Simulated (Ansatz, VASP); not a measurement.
**AlGa2As3: VASP beside Ansatz**

INCAR

```
PREC     = Accurate       # precision mode
ENCUT    = 600            # plane-wave cutoff, eV
EDIFF    = 1E-6           # SCF threshold, eV
ISMEAR   = 0              # smearing method
SIGMA    = 0.1            # smearing width, eV
LREAL    = F              # projectors in reciprocal space
LASPH    = T              # aspherical terms in the spheres
NELM     = 80             # most SCF steps
ALGO     = Normal         # electronic algorithm
ISIF     = 3              # what is computed and relaxed
LWAVE    = F              # write WAVECAR
LCHARG   = F              # write CHGCAR
GGA      = PE             # functional
IBRION   = 2              # ionic algorithm
NSW      = 100            # ionic steps
EDIFFG   = -0.01          # ionic threshold
```

The input KPOINTS:

```
Automatic mesh
0
Gamma
  6 6 10
```

The input POSCAR:

```
AlGa2As3
1.0
    6.5913598399      0.0000000000      0.0000000000
   -3.2956799200      5.7082850668      0.0000000000
    0.0000000000      0.0000000000      3.6638720548
Al Ga As
1 2 3
Direct
    0.0000000000      0.0000000000      0.5000000000
    0.3333333333      0.6666666667      0.5000000000
    0.6666666667      0.3333333333      0.5000000000
    0.0000000000      0.5000000000      0.0000000000
    0.5000000000      0.0000000000      0.0000000000
    0.5000000000      0.5000000000      0.0000000000
```

Input for Ansatz:

```yaml
crystal:
  lattice:
    - [6.5913598399, 0.0, 0.0]
    - [-3.29567992, 5.7082850668, 0.0]
    - [0.0, 0.0, 3.6638720548]
  atoms:
    - { symbol: Al, position: [0.0, 0.0, 0.5] }
    - { symbol: Ga, position: [0.3333333333, 0.6666666667, 0.5] }
    - { symbol: Ga, position: [0.6666666667, 0.3333333333, 0.5] }
    - { symbol: As, position: [0.0, 0.5, 0.0] }
    - { symbol: As, position: [0.5, 0.0, 0.0] }
    - { symbol: As, position: [0.5, 0.5, 0.0] }
basis:
  ecutwfc: 420
kpoints:
  mp_grid: { grid: [6, 6, 10] }
hamiltonian:
  xc: pbe
scf:
  occupations: { method: gaussian, width: 0.1 }
output:
  forces: true
  stress: true
  eigenvalues: true
  write_density: true
  write_potential: true
  elf: true
  volumetric_format: npy
relax:
  adjacent_minimum: "off"
  f_tol: 0.01
  max_steps: 80
  cell: { stress_tol: 0.05 }
```

Change from the starting cell: species swapped into the SmB2Ir3 type (P6/mmm, No. 191).

Alike in both runs: task relaxation of cell and atoms; functional PBE; k mesh 6 × 6 × 10; occupations gaussian, width 0.1 eV; no spin polarisation.

|  | VASP | Ansatz |
| --- | --- | --- |
| version | VASP 6.6.1 | Ansatz 0.2.0 |
| potentials or method | VASP PAW PBE potentials, release 64 (Al, Ga_d, As), cutoff 600 eV | scalar-relativistic, plane waves, PAW |
| valence electrons in the cell | 44 | 74 |

|  | VASP | Ansatz | Ansatz less VASP |
| --- | --- | --- | --- |
| gap on the k mesh at the Fermi level, each at its own relaxed structure (eV) | none | none | - |
| relaxed volume (Å³/atom) | 22.93 | 22.91 | -0.029 |
| relaxed length of the cell vector where the two differ most in proportion (Å) | 3.846 | 3.841 | -0.0049 |

A gap of «none» marks a metal or a gap that the smearing closes. VASP's potentials hold 44 valence electrons a cell and Ansatz's 74, so a difference there can come from the potentials and not from the codes.
